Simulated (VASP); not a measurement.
Write the native input for VASP 6.6.1 that does the following.

- Task: single point
- Functional: r2SCAN
- Potentials or basis: VASP PAW PBE potentials, release 64 (Co, Si)
- Cutoff: 660 eV
- k mesh: 14 × 14 × 14
- Occupations: fermi-dirac, width 0.1 eV
- Spin: no spin polarisation
- Dipole correction: no
- Further INCAR settings: ALGO = Normal; EDIFF = 1e-06; NBANDS = 14

CoSi (rocksalt type):

```xyz
2
Lattice="0.0000 2.1493 2.1493 2.1493 0.0000 2.1493 2.1493 2.1493 0.0000" Properties=species:S:1:pos:R:3 pbc="T T T"
Co    0.0000    0.0000    0.0000
Si    2.1493    2.1493    2.1493
```

This cell differs from its parent crystal: volume scaled by 0.8.

One way to write it, as run:

POSCAR

```
CoSi
1.0
    0.0000000000      2.1492807132      2.1492807132
    2.1492807132      0.0000000000      2.1492807132
    2.1492807132      2.1492807132      0.0000000000
Co Si
1 1
Direct
    0.0000000000      0.0000000000      0.0000000000
    0.5000000000      0.5000000000      0.5000000000
```

INCAR.step1

```
SYSTEM = CoSi
ALGO = Normal
EDIFF = 1E-5
ENCUT = 660
GGA = PE
GGA_COMPAT = .FALSE.
ISMEAR = -1
LASPH = .TRUE.
LCHARG = .FALSE.
LREAL = .FALSE.
LWAVE = .TRUE.
NBANDS = 14
NELM = 120
PREC = Accurate
SIGMA = 0.1
```

INCAR.step2

```
SYSTEM = CoSi
ALGO = Normal
EDIFF = 1E-6
ENCUT = 660
GGA_COMPAT = .FALSE.
ISIF = 2
ISMEAR = -1
ISTART = 1
LASPH = .TRUE.
LCHARG = .TRUE.
LELF = .TRUE.
LMIXTAU = .TRUE.
LREAL = .FALSE.
LVHAR = .TRUE.
LWAVE = .FALSE.
METAGGA = R2SCAN
NBANDS = 14
NELM = 120
PREC = Accurate
SIGMA = 0.1
```

KPOINTS

```
k-points
0
G
  14 14 14
  0 0 0
```

Potentials or basis: VASP PAW PBE potentials, release 64 (Co, Si).

Run with:

```bash
$ cat potpaw_PBE.64/Co/POTCAR potpaw_PBE.64/Si/POTCAR > POTCAR
$ cp INCAR.step1 INCAR
$ mpirun -np 1 vasp_std > vasp.out
$ cp INCAR.step2 INCAR
$ mpirun -np 1 vasp_std > vasp.out
```

It gave:

* Pressure: 62.1 GPa

Caveat: the PAW data sets were made with another functional, which shifts forces and pressure a little.

Run time: 3.1 min on 1 thread of AMD EPYC 7R13 Processor (Zen 3), on a shared host, peak memory 0.16 GiB.
